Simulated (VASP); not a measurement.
Wanted: the native input for a VASP 6.6.1 run.

* Task: single point
* Functional: PBE
* Potentials or basis: VASP PAW PBE potentials, release 64 (Rh_pv)
* Cutoff: 520 eV
* k mesh: 17 × 17 × 17
* Occupations: fermi-dirac, width 0.1 eV
* Spin: no spin polarisation
* Dipole correction: no
* Further INCAR settings: ALGO = Normal; EDIFF = 1e-06; NBANDS = 14

The structure of Rh lies in POSCAR:

```
Rh
1.0
    0.0000000000      1.9344869480      1.9344869480
    1.9344869480      0.0000000000      1.9344869480
    1.9344869480      1.9344869480      0.0000000000
Rh
1
Direct
    0.0000000000      0.0000000000      0.0000000000
```

These files were run (other wordings do the same):

INCAR

```
SYSTEM = Rh
PREC = Accurate
ENCUT = 520
EDIFF = 1E-6
ISMEAR = -1
SIGMA = 0.1
LREAL = .FALSE.
LASPH = .TRUE.
NELM = 60
ALGO = Normal
ISIF = 2
LWAVE = .FALSE.
LCHARG = .FALSE.
GGA = PE
NBANDS = 14
```

KPOINTS

```
Automatic mesh
0
G
  17 17 17
  0 0 0
```

Potentials or basis: VASP PAW PBE potentials, release 64 (Rh_pv).

Launch:

```bash
$ cat potpaw_PBE.64/Rh_pv/POTCAR > POTCAR
$ mpirun -np 1 vasp_std > vasp.out
```

It gave:

The pressure is -6.8 GPa.

It took 21 s on 1 thread of AMD EPYC 7R43 64-Core Processor (Zen 3), on a shared host, peak memory 0.11 GiB.
